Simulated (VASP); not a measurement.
# B32HN32 (a cell with a defect) in VASP: a series of runs

Aim: see how the results for B32HN32 (a cell with a defect) move with the level of theory and the settings. Levels: PBEsol, HSE06. Tasks: single point.

Everything below comes from runs of VASP 6.6.1. Logs are shortened: lines on timing, memory, paths and dates and some standing lists are left out, and cuts for length are marked.

### Step 1. The cell of the first run

The cell holds a defect, 65 atoms: a = 7.212 Å, b = 7.212 Å, c = 7.212 Å, α = 90.00°, β = 90.00°, γ = 90.00°.

### Step 2. Single point, PBEsol

File INCAR:

```
SYSTEM = B32HN32
PREC = Accurate
ENCUT = 520
EDIFF = 1E-6
ISMEAR = -1
SIGMA = 0.05
LREAL = Auto
LASPH = .True.
NELM = 120
ALGO = Normal
ISIF = 2
LWAVE = .False.
LCHARG = .False.
GGA = PS
NBANDS = 166
NELECT = 258.0
ISYM = -1
GGA_COMPAT = .False.
```

File KPOINTS:

```
explicit points
1
Reciprocal
  0.25000000   0.25000000   0.25000000 1
```

File POSCAR:

```
B32HN32
1.0
    7.2115910000      0.0000000000      0.0000000000
    0.0000000000      7.2115910000      0.0000000000
    0.0000000000      0.0000000000      7.2115910000
B N H
32 32 1
Direct
    0.0001650000      0.0000230000      0.9998000000
    0.0004490000      0.0003070000      0.5000390000
    0.0004550000      0.5002460000      0.0000900000
    0.9976470000      0.4998870000      0.4996660000
    0.5004120000      0.0003350000      0.0001220000
    0.5000320000      0.9975100000      0.4996840000
    0.5000040000      0.4998680000      0.9972520000
    0.4935550000      0.4934010000      0.4931990000
    0.2503510000      0.2502050000      0.9977190000
    0.2559270000      0.2557610000      0.4940890000
    0.2497240000      0.7496230000      0.0000800000
    0.2500430000      0.7520970000      0.4994200000
    0.7497390000      0.2495570000      0.0001020000
    0.7522590000      0.2499010000      0.4994210000
    0.7500340000      0.7498790000      0.9995500000
    0.7494510000      0.7493220000      0.4998190000
    0.2503470000      0.9979320000      0.2499830000
    0.2497190000      0.0002790000      0.7494190000
    0.2559450000      0.4942760000      0.2555780000
    0.2500210000      0.4996390000      0.7518540000
    0.7497410000      0.0003150000      0.2493600000
    0.7500250000      0.9997420000      0.7496750000
    0.7522410000      0.4996540000      0.2496670000
    0.7494520000      0.5000280000      0.7491030000
    0.9980830000      0.2502090000      0.2499860000
    0.0004180000      0.2495730000      0.7494140000
    0.0004280000      0.7496310000      0.2493600000
    0.9998960000      0.7498680000      0.7496710000
    0.4942180000      0.2560380000      0.2558180000
    0.4997810000      0.2498800000      0.7518810000
    0.4997920000      0.7520920000      0.2496710000
    0.5001830000      0.7493210000      0.7491120000
    0.1256000000      0.1254540000      0.1252220000
    0.1249630000      0.1248320000      0.6256960000
    0.1249640000      0.6259130000      0.1246150000
    0.1252560000      0.6251860000      0.6249810000
    0.6260340000      0.1248490000      0.1246410000
    0.6253410000      0.1251040000      0.6249860000
    0.6253450000      0.6251970000      0.1249010000
    0.6255060000      0.6253680000      0.6251560000
    0.3756800000      0.3756210000      0.1157790000
    0.3748940000      0.3747530000      0.6344220000
    0.3754150000      0.8753580000      0.1236920000
    0.3752820000      0.8751020000      0.6262290000
    0.8755130000      0.3752700000      0.1236910000
    0.8752680000      0.3751330000      0.6262230000
    0.8753900000      0.8752520000      0.1248190000
    0.8752670000      0.8751210000      0.6249910000
    0.3756590000      0.1160040000      0.3753970000
    0.3754170000      0.1239090000      0.8751510000
    0.3748990000      0.6346340000      0.3745370000
    0.3752810000      0.6264450000      0.8748840000
    0.8755150000      0.1239160000      0.3750660000
    0.8753860000      0.1250300000      0.8750300000
    0.8752640000      0.6264380000      0.3749180000
    0.8752640000      0.6251910000      0.8749130000
    0.1162350000      0.3755650000      0.3753540000
    0.1240470000      0.3752700000      0.8751300000
    0.1240480000      0.8753500000      0.3750550000
    0.1251680000      0.8752510000      0.8750310000
    0.6348760000      0.3748000000      0.3745890000
    0.6265760000      0.3751320000      0.8748980000
    0.6265740000      0.8751110000      0.3749250000
    0.6253400000      0.8751220000      0.8749160000
    0.3754040000      0.3750850000      0.3748320000
```

Potentials or basis: VASP PAW PBE potentials, release 64 (B, N, H).

The run is started by

```console
cat potpaw_PBE.64/B/POTCAR potpaw_PBE.64/N/POTCAR potpaw_PBE.64/H/POTCAR > POTCAR
mpirun -np 1 vasp_std > vasp.out
```

OUTCAR:

```text
SYSTEM = B32HN32
   PREC = Accurate
   ENCUT = 520
   EDIFF = 1E-6
   ISMEAR = -1
   LREAL = Auto
   LASPH = .True.
   NELM = 120
   ISIF = 2
   GGA = PS
   NELECT = 258.0
   ISYM = -1

 ion  position               nearest neighbor table
   1  0.000  0.000  1.000-  60 1.56  54 1.56  47 1.56  33 1.57
   2  0.000  0.000  0.500-  53 1.56  59 1.56  34 1.56  48 1.56
   3  0.000  0.500  0.000-  45 1.56  58 1.56  35 1.56  56 1.56
   4  0.998  0.500  0.500-  57 1.53  55 1.56  46 1.56  36 1.57
   5  0.500  0.000  0.000-  50 1.56  43 1.56  37 1.56  64 1.56
   6  0.500  0.998  0.500-  49 1.53  63 1.56  44 1.56  38 1.57
   7  0.500  0.500  0.997-  41 1.53  62 1.56  52 1.56  39 1.58
   8  0.494  0.493  0.493-  65 1.48  42 1.58  61 1.58  51 1.58  40 1.65
   9  0.250  0.250  0.998-  41 1.54  50 1.56  58 1.56  33 1.57
  10  0.256  0.256  0.494-  65 1.49  49 1.58  57 1.58  42 1.58  34 1.64
  11  0.250  0.750  0.000-  35 1.55  52 1.56  43 1.56  60 1.56
  12  0.250  0.752  0.499-  51 1.53  59 1.56  44 1.56  36 1.57
  13  0.750  0.250  0.000-  37 1.55  62 1.56  45 1.56  54 1.56
  14  0.752  0.250  0.499-  61 1.53  53 1.56  46 1.56  38 1.57
  15  0.750  0.750  1.000-  56 1.56  64 1.56  39 1.56  47 1.57
  16  0.749  0.749  0.500-  40 1.55  63 1.56  55 1.56  48 1.57
  17  0.250  0.998  0.250-  49 1.54  43 1.56  59 1.56  33 1.57
[... 46 lines left out ...]
  64  0.625  0.875  0.875-  22 1.56  15 1.56   5 1.56  32 1.57
  65  0.375  0.375  0.375-   8 1.48  29 1.49  19 1.49  10 1.49

IMPORTANT INFORMATION: All symmetrisations will be switched off!
NOSYMM: (Re-)initialisation of all symmetry stuff for point group C_1.

----------------------------------------------------------------------------------------

                                     Primitive cell

  volume of cell :     375.0535

  direct lattice vectors                    reciprocal lattice vectors
     7.211591000  0.000000000  0.000000000     0.138665656  0.000000000  0.000000000
     0.000000000  7.211591000  0.000000000     0.000000000  0.138665656  0.000000000
     0.000000000  0.000000000  7.211591000     0.000000000  0.000000000  0.138665656

  length of vectors
     7.211591000  7.211591000  7.211591000     0.138665656  0.138665656  0.138665656

  position of ions in fractional coordinates (direct lattice)
     0.000165000  0.000023000  0.999800000
     0.000449000  0.000307000  0.500039000
     0.000455000  0.500246000  0.000090000
     0.997647000  0.499887000  0.499666000
     0.500412000  0.000335000  0.000122000
     0.500032000  0.997510000  0.499684000
[... 57 lines left out ...]
     0.625340000  0.875122000  0.874916000
     0.375404000  0.375085000  0.374832000

  ion indices of the primitive-cell ions
   primitive index   ion index
[... 102 lines left out ...]
   ISYM   =     -1    0-nonsym 1-usesym 2-fastsym
   POTIM  = 0.5000    time-step for ionic-motion
   TEBEG  =    0.0;   TEEND  =   0.0 temperature during run
   PSTRESS=    0.0 pullay stress
   NELECT =     258.0000    total number of electrons
   NUPDOWN=      -1.0000    fix difference up-down
   EMIN   =  10.00;   EMAX   =-10.00  energy-range for DOS
   EFERMI =   0.00;   METHOD = LEGACY
   ISMEAR =    -1;   SIGMA  =   0.05  broadening in eV -4-tet -1-fermi 0-gaus
   EFERMI_NEDOS =   21; number of points for ismear=-14 and -15
   IALGO  =     38    algorithm
   IMIX   =      4    mixing-type and parameters
     AMIX     =   0.40;   BMIX     =  1.00
     AMIX_MAG =   1.60;   BMIX_MAG =  1.00
  volume/ion in A,a.u.               =       5.77        38.94
  Fermi-wavevector in a.u.,A,eV,Ry     =   1.445163  2.730963 28.415733  2.088497
  Thomas-Fermi vector in A             =   2.563376
   LORBIT       =      0    0 simple, 1 ext, 2 COOP (PROOUT), +10 PAW based schemes
   GGA     = PS    functional components
   LHFCALC =     F    Hartree Fock is set to
   AEXX    =    0.0000 exact exchange contribution
   IVDW    =     0    specifies the selected vdW correction
   LEPSILON=     F    determine dielectric tensor
   LRPA    =     F    only Hartree local field effects (RPA)
 non-spin polarized calculation
  energy-cutoff  :      520.00
  volume of cell :      375.05
 maximum number of plane-waves:     10107
 NGX is ok and might be reduce to    54
   NGX = 27   NGY = 27   NGZ = 27

 number of electron     258.0000098 magnetization

 Free energy of the ion-electron system (eV)
  ---------------------------------------------------
  ext. energy  EPLUGINS =         0.00000000
  ---------------------------------------------------
  free energy    TOTEN  =      -575.17566695 eV

  energy without entropy =     -575.17566695  energy(sigma->0) =     -575.17566695

 E-fermi :  11.0255     XC(G=0): -13.1018

 val. band max:        9.7362395819   @ k =   0.2500   0.2500   0.2500
 cond. band min:      12.9554612693   @ k =   0.2500   0.2500   0.2500
 fundamental gap:      3.2192216874
 Fermi energy:        11.0254793029

 k-point     1 :       0.2500    0.2500    0.2500
  band No.  band energies     occupation
      1     -12.5259      2.00000
      2     -11.5283      2.00000
      3     -11.5265      2.00000
      4     -11.5258      2.00000
      5     -10.5826      2.00000
      6     -10.5818      2.00000
[... 133 lines left out ...]
    140      15.6940      0.00000
    141      15.7045      0.00000
 [bands above 141 left out]

------------------------ aborting loop because EDIFF is reached ----------------------------------------

  FORCE on cell =-STRESS in cart. coord.  units (eV):
  Direction    XX          YY          ZZ          XY          YZ          ZX
  --------------------------------------------------------------------------------------
  -------------------------------------------------------------------------------------
  Total       22.3840119     22.3813401     22.3786588     -3.3324787     -3.3677097     -3.3374152
  in kB       95.6214329     95.6100189     95.5985649    -14.2358924    -14.3863944    -14.2569805
  external PRESSURE =      95.6100056 kB  Pullay stress =       0.0000000 kB

 VOLUME and BASIS-vectors are now :
 -----------------------------------------------------------------------------
  energy-cutoff  :      520.00
  volume of cell :      375.05
      direct lattice vectors                 reciprocal lattice vectors
     7.211591000  0.000000000  0.000000000     0.138665656  0.000000000  0.000000000
     0.000000000  7.211591000  0.000000000     0.000000000  0.138665656  0.000000000
     0.000000000  0.000000000  7.211591000     0.000000000  0.000000000  0.138665656

 POSITION                                       TOTAL-FORCE (eV/Angst)
 -----------------------------------------------------------------------------------
      0.00119      0.00017      7.21015        -0.000194      0.001305      0.001281
      0.00324      0.00221      3.60608         0.001640      0.000720     -0.001085
      0.00328      3.60757      0.00065         0.001341      0.000066      0.001742
      7.19462      3.60498      3.60339         0.003480      0.003187      0.003345
      3.60877      0.00242      0.00088        -0.000226      0.001587      0.002461
      3.60603      7.19363      3.60352         0.002168     -0.002547      0.001443
[... 57 lines left out ...]
      4.50970      6.31102      6.30954         0.003363     -0.001128     -0.000333
      2.70726      2.70496      2.70314         0.005105      0.005287      0.007561
 -----------------------------------------------------------------------------------
    total drift:                               -0.004520     -0.008078     -0.013966

  FREE ENERGIE OF THE ION-ELECTRON SYSTEM (eV)
  ---------------------------------------------------
  free  energy   TOTEN  =      -575.1756669493 eV

  energy  without entropy=     -575.1756669493  energy(sigma->0) =     -575.17566695
```

It took 68 s on 1 thread of Intel Xeon 6975P-C (Granite Rapids), shared host; peak memory 0.4 GiB.

What came out:

* Free energy: -575.1757 eV
* Largest force: 0.018 eV/Å

Forces on the atoms (eV/Å):
```
B    0.000  0.001  0.001
B    0.002  0.001 -0.001
B    0.001  0.000  0.002
B    0.003  0.003  0.003
B    0.000  0.002  0.002
B    0.002 -0.003  0.001
B    0.009  0.009  0.004
B    0.008  0.006  0.003
B   -0.003 -0.001  0.000
B   -0.012 -0.010  0.009
B    0.003  0.001  0.000
B   -0.002 -0.003  0.003
B    0.000  0.004  0.002
B   -0.001 -0.002  0.005
B   -0.002  0.002  0.001
B    0.001 -0.002  0.000
B   -0.003  0.000 -0.002
B    0.004  0.003 -0.001
B   -0.008  0.011 -0.012
B    0.001  0.003  0.003
B    0.000  0.003  0.002
B    0.000  0.003  0.001
B    0.002  0.000  0.001
B    0.001  0.001 -0.001
B    0.003 -0.004 -0.003
B    0.004  0.004  0.000
B    0.002 -0.001  0.003
B    0.001  0.002  0.000
B    0.008 -0.011 -0.011
B    0.003  0.000 -0.001
B    0.001 -0.001  0.000
B    0.000  0.000 -0.002
N   -0.001  0.000  0.004
N    0.008  0.006 -0.007
N    0.007 -0.009  0.007
N   -0.001  0.001 -0.004
N   -0.007  0.005  0.005
N   -0.002  0.002 -0.003
N   -0.005 -0.004 -0.003
N   -0.008 -0.007 -0.006
N   -0.003 -0.003  0.010
N    0.000 -0.003 -0.008
N   -0.001  0.000  0.000
N   -0.001  0.000 -0.001
N   -0.001 -0.001 -0.001
N   -0.003  0.001  0.000
N    0.000  0.001 -0.006
N   -0.001 -0.002  0.001
N    0.002  0.011  0.001
N   -0.002 -0.002 -0.002
N    0.000 -0.004  0.000
N   -0.003 -0.003 -0.002
N   -0.001 -0.003 -0.003
N    0.000 -0.007  0.001
N   -0.002  0.001  0.000
N   -0.001  0.003 -0.002
N    0.009 -0.002 -0.001
N   -0.001 -0.002  0.001
N   -0.002  0.001 -0.001
N   -0.006 -0.003  0.001
N   -0.008  0.000 -0.001
N   -0.001 -0.002 -0.004
N   -0.001 -0.001  0.000
N    0.003 -0.001  0.000
H    0.005  0.005  0.008
```

Levels at points of the mesh, in eV from the Fermi level:
```
           k point  band 126  band 127  band 128  band 129  band 130  band 131  band 132  band 133
(0.25, 0.25, 0.25)     -4.69     -3.91     -3.91     -1.29      1.93      1.93      2.42      3.20
```

Caveat: the cell carries a net charge on a neutralising background, which shifts energy and pressure; the cell is charged against a uniform background, so pressure and absolute levels hang on convention; the PAW data sets were made with another functional, which shifts forces and pressure a little.

### Step 3. Single point, HSE06

File POSCAR:

```
B32HN32
1.0
    7.2115910000      0.0000000000      0.0000000000
    0.0000000000      7.2115910000      0.0000000000
    0.0000000000      0.0000000000      7.2115910000
B N H
32 32 1
Direct
    0.0001590000      0.0000220000      0.9998100000
    0.0005320000      0.0003900000      0.5000970000
    0.0005350000      0.5003140000      0.0001790000
    0.9977880000      0.4998520000      0.4996390000
    0.5004730000      0.0004240000      0.0002110000
    0.4999950000      0.9976140000      0.4996450000
    0.4999940000      0.4998570000      0.9973970000
    0.4929550000      0.4927850000      0.4925640000
    0.2503660000      0.2502290000      0.9978140000
    0.2563740000      0.2562060000      0.4937230000
    0.2496980000      0.7495520000      0.0001710000
    0.2500810000      0.7520400000      0.4994270000
    0.7496640000      0.2495390000      0.0002020000
    0.7522120000      0.2499400000      0.4994330000
    0.7500190000      0.7498850000      0.9995930000
    0.7493930000      0.7492490000      0.4999200000
    0.2503660000      0.9980310000      0.2500180000
    0.2497010000      0.0003810000      0.7493420000
    0.2564110000      0.4939050000      0.2560240000
    0.2500810000      0.4996420000      0.7518220000
    0.7496640000      0.0004160000      0.2493240000
    0.7500220000      0.9998090000      0.7496720000
    0.7522110000      0.4996470000      0.2497250000
    0.7493940000      0.5001350000      0.7490350000
    0.9981950000      0.2502210000      0.2500080000
    0.0005210000      0.2495540000      0.7493470000
    0.0005220000      0.7495570000      0.2493370000
    0.9999510000      0.7498790000      0.7496630000
    0.4938070000      0.2565100000      0.2562920000
    0.4997920000      0.2499320000      0.7518280000
    0.4997900000      0.7520460000      0.2497170000
    0.5002800000      0.7492540000      0.7490400000
    0.1255770000      0.1254300000      0.1252160000
    0.1249020000      0.1247670000      0.6256930000
    0.1249010000      0.6259050000      0.1245550000
    0.1252640000      0.6251520000      0.6249360000
    0.6260280000      0.1247790000      0.1245680000
    0.6253010000      0.1251160000      0.6249390000
    0.6252990000      0.6251530000      0.1248990000
    0.6255300000      0.6253930000      0.6251780000
    0.3756110000      0.3755620000      0.1157450000
    0.3748770000      0.3747240000      0.6344880000
    0.3753870000      0.8753550000      0.1237240000
    0.3752680000      0.8750910000      0.6261750000
    0.8755060000      0.3752450000      0.1237230000
    0.8752570000      0.3751250000      0.6261760000
    0.8753680000      0.8752320000      0.1247860000
    0.8752550000      0.8751090000      0.6250120000
    0.3756050000      0.1159720000      0.3753560000
    0.3753880000      0.1239380000      0.8751370000
    0.3748830000      0.6347160000      0.3745140000
    0.3752690000      0.6263900000      0.8748740000
    0.8755070000      0.1239360000      0.3750310000
    0.8753690000      0.1249990000      0.8750190000
    0.8752580000      0.6263890000      0.3749120000
    0.8752540000      0.6252250000      0.8748940000
    0.1162070000      0.3755010000      0.3753010000
    0.1240730000      0.3752450000      0.8751320000
    0.1240720000      0.8753470000      0.3750310000
    0.1251420000      0.8752280000      0.8750130000
    0.6349520000      0.3747820000      0.3745660000
    0.6265260000      0.3751250000      0.8748810000
    0.6265240000      0.8750990000      0.3749120000
    0.6253660000      0.8751130000      0.8749000000
    0.3755410000      0.3752060000      0.3749660000
```

File INCAR.step1:

```
PREC = Accurate
ENCUT = 520
EDIFF = 1E-5
ISMEAR = -1
SIGMA = 0.05
LREAL = Auto
LASPH = T
NELM = 120
ALGO = Normal
ISIF = 2
LWAVE = T
NBANDS = 166
GGA = PE
NELECT = 258.0
ISYM = -1
GGA_COMPAT = F
```

File INCAR.step2:

```
PREC = Accurate
ENCUT = 520
EDIFF = 1E-6
ISMEAR = -1
SIGMA = 0.05
LREAL = Auto
LASPH = T
NELM = 120
ALGO = Normal
ISIF = 2
LWAVE = F
LCHARG = T
GGA = PE
LHFCALC = T
HFSCREEN = 0.2079
PRECFOCK = Fast
LELF = T
LVHAR = T
NBANDS = 166
ISTART = 1
NELECT = 258.0
ISYM = -1
GGA_COMPAT = F
```

KPOINTS is that of step 2.

Potentials or basis: VASP PAW PBE potentials, release 64 (B, N, H).

The run is started by

```console
cat potpaw_PBE.64/B/POTCAR potpaw_PBE.64/N/POTCAR potpaw_PBE.64/H/POTCAR > POTCAR
cp INCAR.step1 INCAR
mpirun -np 1 vasp_std > vasp.out
cp INCAR.step2 INCAR
mpirun -np 1 vasp_std > vasp.out
```

Run time: 6.6 min. Hardware: 1 thread of Intel Xeon 6975P-C (Granite Rapids), shared host; peak memory 0.61 GiB.

The run converged. Its results:

| Quantity | Value |
| --- | --- |
| Free energy | -640.1524 eV |
| Largest force | 0.038 eV/Å |

Forces in eV/Å, atoms in the order of the input:
```
B   -0.001 -0.001 -0.002
B   -0.001 -0.001  0.000
B   -0.001 -0.001 -0.001
B   -0.009  0.009  0.008
B    0.000 -0.001 -0.001
B    0.009 -0.009  0.008
B    0.009  0.008 -0.010
B   -0.005 -0.006 -0.006
B   -0.008 -0.007 -0.009
B   -0.022 -0.022  0.022
B    0.002  0.002 -0.001
B   -0.006  0.010  0.008
B    0.002  0.002  0.000
B    0.010 -0.006  0.008
B    0.004  0.004 -0.003
B   -0.003 -0.002  0.003
B   -0.007 -0.009 -0.008
B    0.001  0.000  0.002
B   -0.022  0.021 -0.022
B   -0.006  0.008  0.010
B    0.001  0.000  0.002
B    0.003 -0.004  0.004
B    0.009  0.008 -0.006
B   -0.002  0.003 -0.002
B   -0.009 -0.007 -0.008
B    0.000  0.001  0.002
B    0.000  0.001  0.001
B   -0.004  0.003  0.004
B    0.018 -0.018 -0.018
B    0.008 -0.006  0.010
B    0.008  0.010 -0.006
B    0.003 -0.002 -0.002
N    0.002  0.002  0.003
N    0.010  0.011 -0.012
N    0.010 -0.012  0.011
N    0.003 -0.003 -0.003
N   -0.011  0.010  0.009
N   -0.003  0.002 -0.003
N   -0.003 -0.003  0.003
N   -0.002 -0.002 -0.001
N    0.002  0.002  0.018
N    0.000  0.000 -0.009
N   -0.001 -0.001 -0.001
N   -0.001  0.000 -0.001
N    0.000  0.000 -0.001
N    0.001 -0.001 -0.002
N   -0.001 -0.001  0.006
N    0.000  0.001 -0.007
N    0.001  0.018  0.001
N    0.000 -0.001 -0.001
N    0.000 -0.009  0.000
N   -0.002 -0.002  0.000
N    0.000 -0.001 -0.001
N    0.000  0.006 -0.001
N    0.000 -0.001 -0.002
N    0.000 -0.007  0.001
N    0.019  0.002  0.001
N   -0.001 -0.001 -0.001
N   -0.001  0.000 -0.001
N    0.005 -0.001  0.000
N   -0.008 -0.001  0.000
N   -0.001 -0.002  0.000
N   -0.001  0.000 -0.002
N   -0.008  0.001  0.000
H    0.010  0.008  0.007
```

Levels at points of the mesh, in eV from the Fermi level:
```
           k point  band 127  band 128  band 129  band 130  band 131  band 132
(0.25, 0.25, 0.25)     -4.13     -4.12     -1.29      3.36      3.36      3.85
```

Caveat: the cell carries a net charge on a neutralising background, which shifts energy and pressure; the cell is charged against a uniform background, so pressure and absolute levels hang on convention; the PAW data sets were made with another functional, which shifts forces and pressure a little.

(Part 1 of 2 ends here.)
